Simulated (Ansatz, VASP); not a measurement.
## Na in VASP and in Ansatz

```
CELL_PARAMETERS angstrom
-1.88829 1.88829 2.63728
1.88829 -1.88829 2.63728
1.88829 1.88829 -2.63728
ATOMIC_POSITIONS crystal
Na 0.00000 0.00000 0.00000
```

Alike in both runs: task single point; functional PBE; k mesh 6 × 6 × 6; no spin polarisation.

```csv
,VASP,Ansatz
version,VASP 6.6.1,Ansatz 0.2.0
potentials or method,"VASP PAW PBE potentials, release 64 (Na_pv), cutoff 500 eV","scalar-relativistic, plane waves, PAW"
occupations,"gaussian, width 0.272114 eV",gaussian
valence electrons in the cell,7,9
```

|  | VASP | Ansatz | Ansatz less VASP |
| --- | --- | --- | --- |
| gap on the k mesh at the Fermi level (eV) | none | none | - |
| pressure (GPa) | -0.1 | -0.1 | +0.05 |

A gap of «none» marks a metal or a gap that the smearing closes. VASP's potentials hold 7 valence electrons a cell and Ansatz's 9, so a difference there can come from the potentials and not from the codes.

The k mesh is coarse, so the values compare programs but aren't converged.
